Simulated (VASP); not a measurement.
Here is a VASP 6.6.1 calculation.

Contents of INCAR:

```
ALGO = Normal
EDIFF = 1E-7
ENCUT = 520
GGA = PE
ISIF = 2
ISMEAR = 1
LASPH = True
LCHARG = False
LREAL = False
LWAVE = False
NBANDS = 18
NELM = 60
PREC = Accurate
SIGMA = 0.1
```

KPOINTS

```
k-points
0
Gamma
  10 10 6
```

Contents of POSCAR:

```
Sc
1.0
    3.3090000000      0.0000000000      0.0000000000
   -1.6545000000      2.8656780000      0.0000000000
    0.0000000000      0.0000000000      5.2733000000
Sc
2
Direct
    0.3333333333      0.6666666667      0.2500000000
    0.6666666667      0.3333333333      0.7500000000
```

Potentials or basis: VASP PAW PBE potentials, release 64 (Sc_sv).

Run with:

```bash
$ cat potpaw_PBE.64/Sc_sv/POTCAR > POTCAR
$ mpirun -np 1 vasp_std > vasp.out
```

Question: Estimate the band gap on the k mesh.

Answer: Zero (band 11 reaches 4.48 eV, above the bottom of band 12 at 3.14 eV).

Question: Predict the pressure.

Answer: -0.7 GPa.

Stress tensor (GPa, compression positive):
```
-0.15  0.00  0.00
 0.00 -0.15  0.00
 0.00  0.00 -1.92
```
